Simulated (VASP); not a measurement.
A run of VASP 6.6.1 is set up as follows.

The input INCAR:

```
SYSTEM = Si
PREC     = Accurate       ! precision mode
ENCUT    = 520            ! plane-wave cutoff, eV
EDIFF    = 1E-7           ! SCF threshold, eV
ISMEAR   = 0              ! smearing method
SIGMA    = 0.05           ! smearing width, eV
LREAL    = .FALSE.        ! projectors in reciprocal space
LASPH    = .TRUE.         ! aspherical terms in the spheres
NELM     = 80             ! most SCF steps
ALGO     = Normal         ! electronic algorithm
ISIF     = 2              ! what is computed and relaxed
LWAVE    = .FALSE.        ! write WAVECAR
LCHARG   = .FALSE.        ! write CHGCAR
GGA      = PE             ! functional
NBANDS   = 26             ! bands
```

Contents of KPOINTS:

```
regular mesh
0
G
  10 10 4
  0 0 0
```

POSCAR

```
Si
1.0
    0.0000000000      0.0000000000      3.8608359371
    3.3455832253     -3.3455832253     -1.9304179686
    6.6911664507      6.6911664507      0.0000000000
Si
8
Direct
   -0.0425714725      0.0000000000      0.1786105076
    0.4614491443      0.0000000000      0.6786105076
    0.4614491443      0.0000000000      0.3213894924
   -0.0425714725      0.0000000000      0.8213894924
    0.8398828967      0.6427789847      0.0000000000
    0.3840184162      0.6427789847      0.5000000000
    0.1971039120      0.3572210153      0.0000000000
    0.7412394315      0.3572210153      0.5000000000
```

Potentials or basis: VASP PAW PBE potentials, release 64 (Si).

Command:

```sh
$ cat potpaw_PBE.64/Si/POTCAR > POTCAR
$ mpirun -np 1 vasp_std > vasp.out
```

(1) Predict the pressure.

(2) Estimate the largest force.

Answers

(1) -0.9 GPa.

(2) 0.621 eV/Å.

Caveat: the cell differs from its parent crystal (atoms displaced along several vibrational modes).
